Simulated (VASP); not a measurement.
Ho2O, 3 atoms in the cell. Symmetry: Amm2, No. 38, orthorhombic system. The conventional cell has a = 6.025 Å, b = 4.901 Å, c = 4.828 Å, α = 90.00°, β = 90.00°, γ = 90.00°. Within 3.1 Å of Ho (site symmetry m) lie 4 Ho at 2.34 to 2.57 Å. Within 4.4 Å of O (site symmetry mm2) lie 12 Ho at 3.27 to 4.39 Å and 4 O at 3.44 Å. The cell was generated, and may not be a known phase.

* Program: VASP 6.6.1
* Task: relaxation of cell and atoms
* Functional: PBE
* Potentials or basis: VASP PAW PBE potentials, release 64 (Ho_3, O), 4f in core
* Cutoff: 600 eV
* k mesh: 3 × 6 × 6
* Occupations: gaussian, width 0.2 eV
* Spin: no spin polarisation
* Dipole correction: no
* Further INCAR settings: ALGO = Normal; EDIFF = 1e-07; IBRION = 2; EDIFFG = -0.08; NSW = 36; ISIF = 3

Potentials or basis: VASP PAW PBE potentials, release 64 (Ho_3, O), 4f in core.

Run with:

```sh
$ cat potpaw_PBE.64/Ho_3/POTCAR potpaw_PBE.64/O/POTCAR > POTCAR
$ mpirun -np 1 vasp_std > vasp.out
```

Hardware: 1 thread of Intel(R) Xeon(R) Platinum 8259CL CPU @ 2.50GHz (Skylake/Cascade Lake), with other jobs on the host.

Q: Estimate the wall time of this run.

A: Wall time 14 min on 1 thread of Intel(R) Xeon(R) Platinum 8259CL CPU @ 2.50GHz (Skylake/Cascade Lake) (shared host), peak memory 0.23 GiB. Counts: scf iterations 305, k points 26, ion steps 27.
